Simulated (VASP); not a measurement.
Runs of VASP 6.6.1 on Br. The structure is that of space group Im-3m (No. 229), or close to it. The cells are those of the table. 

```tsv
task	cell	k mesh for the DOS	occupations for the DOS	gap on the mesh (eV)	pressure (GPa)
single point	a = 2.381 Å, angles 109.5°, 1 atom	-	-	none	254.9
single point	a = 2.904 Å, angles 109.5°, 1 atom	-	-	none	19.1
single point	a = 2.504 Å, angles 109.5°, 1 atom	-	-	none	152.7
single point	a = 2.631 Å, angles 109.5°, 1 atom	-	-	none	(b)
single point	a = 2.774 Å, angles 109.5°, 1 atom	-	-	none	41.7
single point	a = 3.155 Å, angles 109.5°, 1 atom	-	-	none	(a)
```

Alike in all rows: level PBEsol; potentials or basis VASP PAW PBE potentials, release 64 (Br); no spin polarisation; k mesh 16 × 16 × 16; cutoff (eV) 520; smearing fermi-dirac 0.05 eV.

Q: Fill in the values left out.

A: (a) 0.0; (b) 85.4.

Caveats: the PAW data sets were made with another functional, which shifts forces and pressure a little; an odd number of electrons without spin polarisation forces a metal; a magnetic or distorted state may lie lower.

A k mesh can miss the band edges, and the runs leave out spin-orbit coupling on Br.

A gap of «none» marks levels without a gap at the run's occupations.
